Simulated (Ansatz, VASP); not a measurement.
**Two plane-wave programs on NaCl**

```
CELL_PARAMETERS angstrom
2.81800 2.81800 0.00000
-2.81800 2.81800 0.00000
0.00000 2.81800 2.79703
ATOMIC_POSITIONS crystal
Na 0.00000 0.00000 0.00000
Cl 0.50000 0.50000 0.00000
```

Change from the starting cell: film at in-plane strain +0.005.

Alike in both runs: task single point; functional r2SCAN; k mesh 8 × 8 × 8; no spin polarisation.

```csv
,VASP,Ansatz
version,VASP 6.6.1,Ansatz 0.2.0
potentials or method,"VASP PAW PBE potentials, release 64 (Na_pv, Cl)","PAW with Ansatz's default frozen-core files, scalar-relativistic"
plane-wave cutoff (eV),520,500
occupations,"gaussian, width 0.01 eV",fixed
valence electrons in the cell,14,16
```

```csv
,VASP,Ansatz,Ansatz less VASP
gap on the k mesh at the Fermi level (eV),5.96,5.94,-0.023
pressure (GPa),-0.4,-0.2,+0.21
"traceless stress, the component that is largest in VASP (GPa)",0.24,0.23,-0.005
```

VASP's potentials were made for PBE, not for r2SCAN. VASP's potentials hold 14 valence electrons a cell and Ansatz's 16, so a difference there can come from the potentials and not from the codes.
